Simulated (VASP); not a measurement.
# Cs (P6_3/mmc) in VASP: further runs, part 2 of 2

VASP 6.6.1. The steps go on from the part before.

## Step 4: Single point, PBEsol (equal strain along all axes, cell held: +4.5 %)

INCAR reads:

```
SYSTEM = Cs
PREC = Accurate
ENCUT = 520
EDIFF = 1E-7
ISMEAR = 0
SIGMA = 0.1
LREAL = .False.
LASPH = .True.
NELM = 60
ALGO = Fast
ISIF = 2
LWAVE = .False.
LCHARG = .False.
GGA = PS
NBANDS = 26
```

KPOINTS reads:

```
regular mesh
0
Gamma
  12 12 4
  0 0 0
```

POSCAR reads:

```
Cs
1.0
    5.6081374029      0.0000000000      0.0000000000
   -2.8040687014      4.8567894588      0.0000000000
    0.0000000000      0.0000000000     18.3355888184
Cs
4
Direct
    0.0000000000      0.0000000000      0.0000000000
    0.3333333333      0.6666666667      0.2500000000
    0.0000000000      0.0000000000      0.5000000000
    0.6666666667      0.3333333333      0.7500000000
```

Potentials or basis: VASP PAW PBE potentials, release 64 (Cs_sv).

Launch:

```
$ cat potpaw_PBE.64/Cs_sv/POTCAR > POTCAR
$ mpirun -np 1 vasp_std > vasp.out
```

OUTCAR:

```text
SYSTEM = Cs
   PREC = Accurate
   ENCUT = 520
   EDIFF = 1E-7
   ISMEAR = 0
   LREAL = .False.
   LASPH = .True.
   NELM = 60
   ISIF = 2
   GGA = PS

 ion  position               nearest neighbor table
   1  0.000  0.000  0.000-
   2  0.333  0.667  0.250-
   3  0.000  0.000  0.500-
   4  0.667  0.333  0.750-

  LATTYP: Found a hexagonal cell.
 ALAT       =     5.6081374029
 C/A-ratio  =     3.2694614096

  Lattice vectors:

 A1 = (   5.6081374029,   0.0000000000,   0.0000000000)
 A2 = (  -2.8040687014,   4.8567894588,   0.0000000000)
 A3 = (   0.0000000000,   0.0000000000,  18.3355888184)

Analysis of symmetry for initial positions (statically):
=====================================================================
 Subroutine PRICEL returns:
 Original cell was already a primitive cell.

 Routine SETGRP: Setting up the symmetry group for a
 hexagonal supercell.

 Subroutine GETGRP returns: Found 24 space group operations
 (whereof 12 operations were pure point group operations)
 out of a pool of 24 trial point group operations.

[... 169 lines left out ...]

 E-fermi :   0.1776     XC(G=0):  -5.2667

 val. band max:        0.1707726936   @ k =   0.5000  -0.0000   0.0000
 cond. band min:       0.1784030383   @ k =   0.4167   0.0833   0.5000
 fundamental gap:      0.0076303447
 Fermi energy:         0.1775530345

 k-point     1 :       0.0000    0.0000    0.0000
  band No.  band energies     occupation
      1     -23.7110      2.00000
      2     -23.7092      2.00000
      3     -23.7088      2.00000
      4     -23.7069      2.00000
      5     -10.5440      2.00000
      6     -10.4942      2.00000
[... 685 lines left out ...]
     25       1.7036      0.00000
     26       1.8051      0.00000

 [... further k-points ...]

------------------------ aborting loop because EDIFF is reached ----------------------------------------

  FORCE on cell =-STRESS in cart. coord.  units (eV):
  Direction    XX          YY          ZZ          XY          YZ          ZX
  --------------------------------------------------------------------------------------
  -------------------------------------------------------------------------------------
  Total       -0.6869673     -0.6869673     -0.7453091     -0.0000000      0.0000000      0.0000000
  in kB       -2.2038592     -2.2038592     -2.3910255     -0.0000000      0.0000000      0.0000000
  external PRESSURE =      -2.2662479 kB  Pullay stress =       0.0000000 kB

 VOLUME and BASIS-vectors are now :
 -----------------------------------------------------------------------------
  energy-cutoff  :      520.00
  volume of cell :      499.42
      direct lattice vectors                 reciprocal lattice vectors
     5.608137403  0.000000000  0.000000000     0.178312322  0.102948667  0.000000000
    -2.804068701  4.856789459  0.000000000     0.000000000  0.205897334  0.000000000
     0.000000000  0.000000000 18.335588818     0.000000000  0.000000000  0.054538745

 POSITION                                       TOTAL-FORCE (eV/Angst)
 -----------------------------------------------------------------------------------
      0.00000      0.00000      0.00000        -0.000000      0.000000     -0.000000
     -0.00000      3.23786      4.58390         0.000000      0.000000     -0.000000
      0.00000      0.00000      9.16779        -0.000000      0.000000     -0.000000
      2.80407      1.61893     13.75169        -0.000000     -0.000000      0.000000
 -----------------------------------------------------------------------------------
    total drift:                               -0.000000      0.000000     -0.000000

  FREE ENERGIE OF THE ION-ELECTRON SYSTEM (eV)
  ---------------------------------------------------
  free  energy   TOTEN  =        -3.7361376453 eV

  energy  without entropy=       -3.7114813805  energy(sigma->0) =       -3.72380951
```

OSZICAR:

```text
N       E                     dE             d eps       ncg     rms          rms(c)
DAV:   1     0.291511421312E+03    0.29151E+03   -0.11629E+04  2964   0.100E+03
DAV:   2     0.440956199393E+02   -0.24742E+03   -0.24169E+03  4264   0.178E+02
DAV:   3    -0.245190586256E+01   -0.46548E+02   -0.46277E+02  3796   0.792E+01
DAV:   4    -0.372066947213E+01   -0.12688E+01   -0.12677E+01  3796   0.160E+01
DAV:   5    -0.373128384067E+01   -0.10614E-01   -0.10612E-01  3900   0.150E+00    0.249E-01
RMM:   6    -0.373312953800E+01   -0.18457E-02   -0.42960E-03  3457   0.290E-01    0.179E-01
RMM:   7    -0.373595963272E+01   -0.28301E-02   -0.14698E-02  3435   0.470E-01    0.514E-02
RMM:   8    -0.373611075210E+01   -0.15112E-03   -0.10249E-03  3958   0.146E-01    0.150E-02
RMM:   9    -0.373613235157E+01   -0.21599E-04   -0.17875E-04  4033   0.557E-02    0.417E-03
RMM:  10    -0.373613666271E+01   -0.43111E-05   -0.37533E-05  4075   0.215E-02    0.204E-03
RMM:  11    -0.373613724713E+01   -0.58442E-06   -0.84304E-06  4049   0.102E-02    0.988E-04
RMM:  12    -0.373613749729E+01   -0.25016E-06   -0.15770E-06  3827   0.432E-03    0.529E-04
RMM:  13    -0.373613764364E+01   -0.14634E-06   -0.26947E-07  3027   0.205E-03    0.669E-05
RMM:  14    -0.373613764531E+01   -0.16735E-08   -0.51799E-08  2658   0.903E-04
   1 F= -.37361376E+01 E0= -.37238095E+01  d E =-.246563E-01
```

stdout:

```text
POSCAR found type information on POSCAR Cs
 POSCAR found :  1 types and       4 ions
 scaLAPACK will be used
 -----------------------------------------------------------------------------
|                                                                             |
|                                                                             |
|     You enforced a specific xc type in the INCAR file but a different       |
|     I HOPE YOU KNOW WHAT YOU ARE DOING!                                     |
|                                                                             |
 -----------------------------------------------------------------------------

 LDA part: xc-table for (Slater+PW92), standard interpolation
 POSCAR, INCAR and KPOINTS ok, starting setup
 FFT: planning ... GRIDC
 FFT: planning ... GRID_SOFT
 FFT: planning ... GRID
 WAVECAR not read
 entering main loop
WARNING in EDDRMM: call to ZHEGV failed, returncode =   6  3     19
WARNING in EDDRMM: call to ZHEGV failed, returncode =   8  4     19
```

Run time: 18 min. Hardware: 1 thread of Oxide Virtual Turin-like, shared host; peak memory 0.86 GiB.

Results:

```yaml
Free_energy: -3.7361 eV
Pressure: -0.2 GPa
Band_gap_on_the_k_mesh: zero (bands 18 and 19 overlap by 1.68 eV)
```

Caveat: the cell differs from its parent crystal (equal strain along all axes, cell held: +4.5 %); the PAW data sets were made with another functional, which shifts forces and pressure a little; spin-orbit coupling is left out, which moves the levels of the heavy elements.

## Step 5: The runs side by side

```tsv
cell	cutoff (eV)	gap on the mesh (eV)	pressure (GPa)
a = 5.367, b = 5.367, c = 17.809 Å, angles 90.0, 90.0, 120.0°, 4 atoms	500	none	0.0
a = 5.528, b = 5.528, c = 18.072 Å, angles 90.0, 90.0, 120.0°, 4 atoms	520	none	-0.2
a = 5.608, b = 5.608, c = 18.336 Å, angles 90.0, 90.0, 120.0°, 4 atoms	520	none	-0.2
```

Alike in all rows: task single point; level PBEsol; potentials or basis VASP PAW PBE potentials, release 64 (Cs_sv); no spin polarisation; k mesh 12 × 12 × 4; smearing gaussian 0.1 eV.

Caveats: the PAW data sets were made with another functional, which shifts forces and pressure a little; spin-orbit coupling is left out, which moves the levels of the heavy elements.

Total energies depend on the potentials used, so only differences within one code and one set of settings carry meaning.
